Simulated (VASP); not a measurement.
# GaN: single point with PBE

Crystal: GaN.

```
CELL_PARAMETERS angstrom
0.00000 2.34765 2.34765
2.34765 0.00000 2.34765
2.34765 2.34765 0.00000
ATOMIC_POSITIONS crystal
Ga 0.00000 0.00000 0.00000
N 0.75000 0.75000 0.75000
```

This cell differs from its parent crystal: volume scaled by 1.10.

```
Program             : VASP 6.6.1
Task                : single point
Functional          : PBE
Potentials or basis : VASP PAW PBE potentials, release 64 (Ga_d, N)
Cutoff              : 520 eV
k mesh              : 10 × 10 × 10
Occupations         : gaussian, width 0.02 eV
Spin                : no spin polarisation
```

```json
{
  "Pressure": "-13.1 GPa",
  "Band gap on the k mesh": "0.94 eV, direct"
}
```

Levels at points of the mesh, in eV from the valence-band top:
| k point | band 5 | band 6 | band 7 | band 8 | band 9 | band 10 | band 11 | band 12 | band 13 | band 14 |
| --- | --- | --- | --- | --- | --- | --- | --- | --- | --- | --- |
| (0.00, 0.00, 0.00) | -13.19 | -13.19 | 0.00 | 0.00 | 0.00 | 0.94 | 9.54 | 9.54 | 9.54 | 15.97 |
| (0.50, 0.00, 0.00) | -13.15 | -11.90 | -6.29 | -0.83 | -0.83 | 3.81 | 8.10 | 9.72 | 9.72 | 14.65 |
| (0.50, 0.50, 0.00) | -13.13 | -11.46 | -5.65 | -2.30 | -2.30 | 3.31 | 5.91 | 10.91 | 12.69 | 12.69 |

It took 12 s on 1 thread of Intel(R) Xeon(R) 6975P-C (Granite Rapids) (shared host), peak memory 0.16 GiB.
